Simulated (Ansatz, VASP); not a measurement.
**AlIn2As3: VASP beside Ansatz**

```
CELL_PARAMETERS angstrom
4.25223 0.00000 0.00000
-2.12612 3.68254 0.00000
0.00000 0.00000 21.02466
ATOMIC_POSITIONS crystal
Al 0.33333 0.66667 0.66670
Al 0.66667 0.33333 0.16670
In 0.33333 0.66667 0.00385
In 0.33333 0.66667 0.33095
In 0.66667 0.33333 0.50385
In 0.66667 0.33333 0.83095
As 0.33333 0.66667 0.13163
As 0.33333 0.66667 0.45792
As 0.33333 0.66667 0.78495
As 0.66667 0.33333 0.28495
As 0.66667 0.33333 0.63163
As 0.66667 0.33333 0.95792
```

Alike in both runs: task single point; functional PBE; k mesh 6 × 6 × 1; occupations gaussian, width 0.1 eV; no spin polarisation.

```csv
,VASP,Ansatz
version,VASP 6.6.1,Ansatz 0.2.0
potentials or method,"VASP PAW PBE potentials, release 64 (Al, In_d, As), cutoff 520 eV","scalar-relativistic, plane waves, PAW"
valence electrons in the cell,88,148
```

|  | VASP | Ansatz | Ansatz less VASP |
| --- | --- | --- | --- |
| gap on the k mesh at the Fermi level (eV) | none | none | - |
| pressure (GPa) | 0.1 | 0.0 | -0.07 |
| rms of the force components (eV/Å) | 0.006 | 0.006 | -0.0004 |

Atom by atom the forces differ by 0.001 eV/Å (rms over components). A gap of «none» marks a metal or a gap that the smearing closes. VASP's potentials hold 88 valence electrons a cell and Ansatz's 148, so a difference there can come from the potentials and not from the codes.
